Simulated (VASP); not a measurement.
# HgTe (I-4m2) in VASP: further runs

HgTe is run at these levels: PBE; tasks: single point.

Program: VASP 6.6.1. These are calculated values, not measurements. Logs are shortened: lines on timing, memory, paths and dates and some standing lists are left out, and cuts for length are marked.

## Step 1: The cell of the first run

It takes space group I-4m2 (No. 119, tetragonal). Conventional cell: a = 4.422 Å, b = 4.422 Å, c = 6.350 Å, α = 90.00°, β = 90.00°, γ = 90.00°. Hg (site symmetry -4m2) has 4 Te at 2.72 Å within 3.6 Å. Within 3.6 Å of Te (site symmetry -4m2) lie 4 Hg at 2.72 Å.

## Step 2: Single point, PBE (strain -0.030 along x and y, -0.015 along z)

Input file INCAR:

```
PREC = Accurate
ENCUT = 520
EDIFF = 1E-7
ISMEAR = 0
SIGMA = 0.15
LREAL = False
LASPH = True
NELM = 100
ALGO = Normal
ISIF = 2
LWAVE = False
LCHARG = False
GGA = PE
NBANDS = 16
```

Input file KPOINTS:

```
regular mesh
0
Gamma
  14 14 14
```

Input file POSCAR:

```
HgTe
1.0
    0.0000000000      3.1267950000      3.1751475000
    3.1267950000      0.0000000000      3.1751475000
    3.1267950000      3.1267950000      0.0000000000
Hg Te
1 1
Direct
    0.0000000000      0.0000000000      0.0000000000
    0.7500000000      0.7500000000      0.7500000000
```

Potentials or basis: VASP PAW PBE potentials, release 64 (Hg, Te).

Started as:

```bash
$ cat potpaw_PBE.64/Hg/POTCAR potpaw_PBE.64/Te/POTCAR > POTCAR
$ mpirun -np 1 vasp_std > vasp.out
```

OUTCAR:

```text
PREC = Accurate
   ENCUT = 520
   EDIFF = 1E-7
   ISMEAR = 0
   LREAL = False
   LASPH = True
   NELM = 100
   ISIF = 2
   GGA = PE

 ion  position               nearest neighbor table
   1  0.000  0.000  0.000-   2 2.72   2 2.72   2 2.72   2 2.72
   2  0.750  0.750  0.750-   1 2.72   1 2.72   1 2.72   1 2.72

  LATTYP: Found a body centered tetragonal cell.
 ALAT       =     4.4219558958
 C/A-ratio  =     1.4360828443

  Lattice vectors:

 A1 = (  -3.1267950000,   0.0000000000,   3.1751475000)
 A2 = (   3.1267950000,   0.0000000000,   3.1751475000)
 A3 = (   0.0000000000,   3.1267950000,  -3.1751475000)

Analysis of symmetry for initial positions (statically):
=====================================================================
 Subroutine PRICEL returns:
 Original cell was already a primitive cell.

 Routine SETGRP: Setting up the symmetry group for a
 body centered tetragonal supercell.

 Subroutine GETGRP returns: Found  8 space group operations
 (whereof  8 operations were pure point group operations)
 out of a pool of 16 trial point group operations.

The static configuration has the point symmetry D_2d.

Analysis of symmetry for dynamics (positions and initial velocities):
=====================================================================
 Subroutine PRICEL returns:
 Original cell was already a primitive cell.

 Routine SETGRP: Setting up the symmetry group for a
 body centered tetragonal supercell.

 Subroutine GETGRP returns: Found  8 space group operations
 (whereof  8 operations were pure point group operations)
 out of a pool of 16 trial point group operations.

The dynamic configuration has the point symmetry D_2d.

 Subroutine INISYM returns: Found  8 space group operations
 (whereof  8 operations are pure point group operations),
 and found     1 'primitive' translations

----------------------------------------------------------------------------------------

                                     Primitive cell

  volume of cell :      62.0859

  direct lattice vectors                    reciprocal lattice vectors
     0.000000000  3.126795000  3.175147500    -0.159908149  0.159908149  0.157472999
     3.126795000  0.000000000  3.175147500     0.159908149 -0.159908149  0.157472999
     3.126795000  3.126795000  0.000000000     0.159908149  0.159908149 -0.157472999

  length of vectors
     4.456277440  4.456277440  4.421955896     0.275570277  0.275570277  0.275570277

  position of ions in fractional coordinates (direct lattice)
     0.000000000  0.000000000  0.000000000
     0.750000000  0.750000000  0.750000000

  ion indices of the primitive-cell ions
   primitive index   ion index
                 1           1
                 2           2

----------------------------------------------------------------------------------------

 KPOINTS: regular mesh

Automatic generation of k-mesh.
 Grid dimensions read from file:
 generate k-points for:   14   14   14

 Generating k-lattice:

  Cartesian coordinates                     Fractional coordinates (reciprocal lattice)
    -0.011422011  0.011422011  0.011248071     0.071428571  0.000000000  0.000000000
     0.011422011 -0.011422011  0.011248071     0.000000000  0.071428571  0.000000000
     0.011422011  0.011422011 -0.011248071     0.000000000  0.000000000  0.071428571

  Length of vectors
     0.019683591  0.019683591  0.019683591

  Shift w.r.t. Gamma in fractional coordinates (k-lattice)
     0.000000000  0.000000000  0.000000000

 Subroutine IBZKPT returns following result:
 ===========================================

 Found    244 irreducible k-points:

 Following reciprocal coordinates:
            Coordinates               Weight
  0.000000  0.000000  0.000000      1.000000
  0.071429  0.000000  0.000000      8.000000
  0.142857  0.000000  0.000000      8.000000
  0.214286  0.000000  0.000000      8.000000
  0.285714 -0.000000  0.000000      8.000000
  0.357143  0.000000  0.000000      8.000000
[... 16 lines left out ...]
  0.214286  0.142857  0.000000      8.000000
  0.285714  0.142857  0.000000      8.000000
 [... further k-points ...]
   k-points           NKPTS =    244   k-points in BZ     NKDIM =    244   number of bands    NBANDS=     16
   number of dos      NEDOS =    301   number of ions     NIONS =      2
   total plane-waves  NPLWV =  46656
   dimension x,y,z NGX =    36 NGY =   36 NGZ =   36
   dimension x,y,z NGXF=    72 NGYF=   72 NGZF=   72
   ions per type =               1   1
   NGX,Y,Z   is equivalent  to a cutoff of  13.43, 13.43, 13.53 a.u.
   NGXF,Y,Z  is equivalent  to a cutoff of  26.86, 26.86, 27.07 a.u.
 SYSTEM =  unknown system
   PREC   = accura    normal or accurate (medium, high low for compatibility)
   ISTART =      0    job   : 0-new  1-cont  2-samecut
   ICHARG =      2    charge: 1-file 2-atom 10-const
   ISPIN  =      1    spin polarized calculation?
   LNONCOLLINEAR =      F non collinear calculations
   LSORBIT =      F    spin-orbit coupling
   LASPH  =      T    aspherical Exc in radial PAW
   ENCUT  =  520.0 eV  38.22 Ry    6.18 a.u.   8.29  8.29  8.22*2*pi/ulx,y,z
   NELM   =    100;   NELMIN=  2; NELMDL= -5     # of ELM steps
   EDIFF  = 0.1E-06   stopping-criterion for ELM
   LREAL  =      F    real-space projection
   EDIFFG = 0.1E-05   stopping-criterion for IOM
   NSW    =      0    number of steps for IOM
   IBRION =     -1    ionic relax: 0-MD 1-quasi-New 2-CG
   NFREE  =      0    steps in history (QN), initial steepest desc. (CG)
   ISIF   =      2    stress and relaxation
   ISYM   =      2    0-nonsym 1-usesym 2-fastsym
   POTIM  = 0.5000    time-step for ionic-motion
   TEBEG  =    0.0;   TEEND  =   0.0 temperature during run
   PSTRESS=    0.0 pullay stress
   NELECT =      18.0000    total number of electrons
   NUPDOWN=      -1.0000    fix difference up-down
   EMIN   =  10.00;   EMAX   =-10.00  energy-range for DOS
   EFERMI =   0.00;   METHOD = LEGACY
   ISMEAR =     0;   SIGMA  =   0.15  broadening in eV -4-tet -1-fermi 0-gaus
   EFERMI_NEDOS =   21; number of points for ismear=-14 and -15
   IALGO  =     38    algorithm
   IMIX   =      4    mixing-type and parameters
     AMIX     =   0.40;   BMIX     =  1.00
     AMIX_MAG =   1.60;   BMIX_MAG =  1.00
  volume/ion in A,a.u.               =      31.04       209.49
  Fermi-wavevector in a.u.,A,eV,Ry     =   1.083515  2.047546 15.973292  1.174004
  Thomas-Fermi vector in A             =   2.219582
   LORBIT       =      0    0 simple, 1 ext, 2 COOP (PROOUT), +10 PAW based schemes
   GGA     = PE    functional components
   LHFCALC =     F    Hartree Fock is set to
   AEXX    =    0.0000 exact exchange contribution
   IVDW    =     0    specifies the selected vdW correction
   LEPSILON=     F    determine dielectric tensor
   LRPA    =     F    only Hartree local field effects (RPA)
 non-spin polarized calculation
 Gauss-broadening in eV      SIGMA  =   0.15
  energy-cutoff  :      520.00
  volume of cell :       62.09
 maximum number of plane-waves:      1690
 NGX is ok and might be reduce to    36
   NGX = 17   NGY = 17   NGZ = 17

 number of electron      18.0000002 magnetization

 Free energy of the ion-electron system (eV)
  ---------------------------------------------------
  ext. energy  EPLUGINS =         0.00000000
  ---------------------------------------------------
  free energy    TOTEN  =        -3.37398028 eV

  energy without entropy =       -3.37381390  energy(sigma->0) =       -3.37389709

 E-fermi :   4.1726     XC(G=0):  -9.1336

 val. band max:        4.0595992261   @ k =   0.0000   0.0000   0.0000
 cond. band min:       4.5041423753   @ k =   0.0714   0.0000   0.0000
 fundamental gap:      0.4445431492
 Fermi energy:         4.1725880072

 k-point     1 :       0.0000    0.0000    0.0000
  band No.  band energies     occupation
      1      -8.6003      2.00000
      2      -3.8535      2.00000
      3      -3.8490      2.00000
      4      -3.8490      2.00000
      5      -3.2198      2.00000
      6      -3.2059      2.00000
[... 8 lines left out ...]
     15      13.5940      0.00000
     16      13.7123      0.00000

 k-point     2 :       0.0714    0.0000    0.0000
  band No.  band energies     occupation
      1      -8.5699      2.00000
      2      -3.8457      2.00000
      3      -3.8405      2.00000
      4      -3.8401      2.00000
      5      -3.2208      2.00000
      6      -3.2074      2.00000
[... 8 lines left out ...]
     15      13.0310      0.00000
     16      13.2076      0.00000

 k-point     3 :       0.1429    0.0000    0.0000
  band No.  band energies     occupation
      1      -8.4829      2.00000
      2      -3.8215      2.00000
      3      -3.8157      2.00000
      4      -3.8122      2.00000
      5      -3.2225      2.00000
      6      -3.2105      2.00000
[... 8 lines left out ...]
     15      12.6123      0.00000
     16      12.7383      0.00000

 k-point     4 :       0.2143    0.0000    0.0000
  band No.  band energies     occupation
      1      -8.3526      2.00000
      2      -3.7877      2.00000
      3      -3.7822      2.00000
      4      -3.7468      2.00000
      5      -3.2216      2.00000
      6      -3.2121      2.00000
[... 8 lines left out ...]
     15      12.4716      0.00000
     16      12.5374      0.00000
[... 324 lines left out ...]
 k-point    22 :       0.1429    0.1429    0.0000
  band No.  band energies     occupation
      1      -8.4451      2.00000
      2      -3.8469      2.00000
      3      -3.7838      2.00000
      4      -3.7838      2.00000
      5      -3.2447      2.00000
      6      -3.1928      2.00000
[... 8 lines left out ...]
     15      12.1347      0.00000
     16      13.8928      0.00000

 k-point    23 :       0.2143    0.1429    0.0000
  band No.  band energies     occupation
      1      -8.3482      2.00000
      2      -3.8276      2.00000
      3      -3.7479      2.00000
      4      -3.7434      2.00000
      5      -3.2517      2.00000
      6      -3.1875      2.00000
[... 8 lines left out ...]
     15      12.8179      0.00000
     16      13.6686      0.00000

 k-point    24 :       0.2857    0.1429    0.0000
  band No.  band energies     occupation
      1      -8.2173      2.00000
      2      -3.7853      2.00000
      3      -3.7094      2.00000
      4      -3.6741      2.00000
      5      -3.2479      2.00000
      6      -3.1828      2.00000
[... 8 lines left out ...]
     15      13.1454      0.00000
     16      13.5764      0.00000

 [... further k-points ...]

------------------------ aborting loop because EDIFF is reached ----------------------------------------

  FORCE on cell =-STRESS in cart. coord.  units (eV):
  Direction    XX          YY          ZZ          XY          YZ          ZX
  --------------------------------------------------------------------------------------
  -------------------------------------------------------------------------------------
  Total        3.5387000      3.5387000      3.4895688      0.0000000      0.0000000      0.0000000
  in kB       91.3190970     91.3190970     90.0512268      0.0000000      0.0000000      0.0000000
  external PRESSURE =      90.8964736 kB  Pullay stress =       0.0000000 kB

 VOLUME and BASIS-vectors are now :
 -----------------------------------------------------------------------------
  energy-cutoff  :      520.00
  volume of cell :       62.09
      direct lattice vectors                 reciprocal lattice vectors
     0.000000000  3.126795000  3.175147500    -0.159908149  0.159908149  0.157472999
     3.126795000  0.000000000  3.175147500     0.159908149 -0.159908149  0.157472999
     3.126795000  3.126795000  0.000000000     0.159908149  0.159908149 -0.157472999

 POSITION                                       TOTAL-FORCE (eV/Angst)
 -----------------------------------------------------------------------------------
      0.00000      0.00000      0.00000         0.000000      0.000000     -0.000000
      4.69019      4.69019      4.76272        -0.000000     -0.000000      0.000000
 -----------------------------------------------------------------------------------
    total drift:                               -0.000000     -0.000000      0.000000

  FREE ENERGIE OF THE ION-ELECTRON SYSTEM (eV)
  ---------------------------------------------------
  free  energy   TOTEN  =        -3.3739802827 eV

  energy  without entropy=       -3.3738138998  energy(sigma->0) =       -3.37389709
```

Run time: 2.2 min. Hardware: 1 thread of Intel Xeon Platinum 8488C (Sapphire Rapids), shared host; peak memory 0.39 GiB.

What came out:

```yaml
Free_energy: -3.3740 eV
Pressure: 9.1 GPa
Band_gap_on_the_k_mesh: zero (filled and empty bands touch)
```

Stress tensor (GPa, compression positive):
```
9.13 0.00 0.00
0.00 9.13 0.00
0.00 0.00 9.01
```

Caveat: the cell differs from its parent crystal (strain -0.030 along x and y, -0.015 along z); the cell stands under pressure; semilocal functionals underestimate gaps, and a narrow one can read as zero; spin-orbit coupling is left out, which moves the levels of the heavy elements.

## Step 3: Single point, PBE (strain -0.015 along x and y, -0.030 along z)

Input file INCAR:

```
PREC = Accurate ; ENCUT = 520
EDIFF = 1E-6 ; ISMEAR = 0
SIGMA = 0.15 ; LREAL = F
LASPH = T ; NELM = 60
ALGO = Normal ; ISIF = 2
LWAVE = F ; LCHARG = F
GGA = PE ; NBANDS = 16
```

KPOINTS is that of step 2.

Input file POSCAR:

```
HgTe
1.0
    0.0000000000      3.1751475000      3.1267950000
    3.1751475000      0.0000000000      3.1267950000
    3.1751475000      3.1751475000      0.0000000000
Hg Te
1 1
Direct
    0.0000000000      0.0000000000      0.0000000000
    0.7500000000      0.7500000000      0.7500000000
```

Potentials or basis: VASP PAW PBE potentials, release 64 (Hg, Te).

Started as:

```bash
$ cat potpaw_PBE.64/Hg/POTCAR potpaw_PBE.64/Te/POTCAR > POTCAR
$ mpirun -np 1 vasp_std > vasp.out
```

It took 2.3 min on 1 thread of Intel Xeon Platinum 8488C (Sapphire Rapids), shared host; peak memory 0.4 GiB.

It converged, with:

```
Free energy            : -3.4252 eV
Pressure               : 7.9 GPa
Band gap on the k mesh : 0.06 eV
```

Stress tensor (GPa, compression positive):
```
7.90 0.00 0.00
0.00 7.90 0.00
0.00 0.00 8.02
```

Levels at points of the mesh, in eV from the valence-band top:
| k point | band 7 | band 8 | band 9 | band 10 | band 11 | band 12 |
| --- | --- | --- | --- | --- | --- | --- |
| (0.00, 0.00, 0.00) | -0.53 | 0.00 | 0.00 | 0.06 | 4.11 | 4.11 |
| (0.50, 0.00, 0.00) | -5.95 | -1.15 | -1.08 | 0.72 | 4.93 | 5.02 |
| (0.50, 0.50, 0.00) | -5.76 | -2.61 | -2.61 | 1.79 | 2.27 | 8.58 |
| (0.50, 0.00, 0.50) | -5.83 | -2.56 | -2.52 | 1.91 | 2.35 | 8.47 |

Caveat: the cell differs from its parent crystal (strain -0.015 along x and y, -0.030 along z); the cell stands under pressure; the smearing spreads over this small gap; spin-orbit coupling is left out, which moves the levels of the heavy elements. A k mesh can miss the band edges.

[end of part 1 of 2]

The gap in the log of VASP goes by the Fermi energy; the results here count the filled bands.